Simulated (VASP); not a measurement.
TePb, 2 atoms in the cell. Symmetry: Fm-3m, No. 225, cubic system. The conventional cell has a = 6.462 Å, b = 6.462 Å, c = 6.462 Å, α = 90.00°, β = 90.00°, γ = 90.00°. Within 4.3 Å of Te (site symmetry m-3m) lie 6 Pb at 3.23 Å. Within 4.3 Å of Pb (site symmetry m-3m) lie 6 Te at 3.23 Å. 

```yaml
Program: VASP 6.6.1
Task: relaxation of cell and atoms
Functional: LDA
Potentials_or_basis: VASP PAW LDA potentials, release 64 (Te, Pb_d)
Cutoff: 600 eV
k_mesh: 8 × 8 × 8
Occupations: fermi-dirac, width 0.02 eV
Spin: no spin polarisation
Dipole_correction: no
Further_INCAR_settings: ALGO = Normal; EDIFF = 1e-07; IBRION = 2; EDIFFG = -0.01; NSW = 80; ISIF = 3
```

Potentials or basis: VASP PAW LDA potentials, release 64 (Te, Pb_d).

Run with:

```sh
$ cat potpaw_LDA.64/Te/POTCAR potpaw_LDA.64/Pb_d/POTCAR > POTCAR
$ mpirun -np 1 vasp_std > vasp.out
```

Hardware: 1 thread of Intel Xeon 8259CL, on a shared host.

Estimate the wall time of this run.

Run time: 92 s on 1 thread of Intel Xeon 8259CL, on a shared host, peak memory 0.22 GiB. Counts: scf iterations 28, k points 29, ion steps 3.
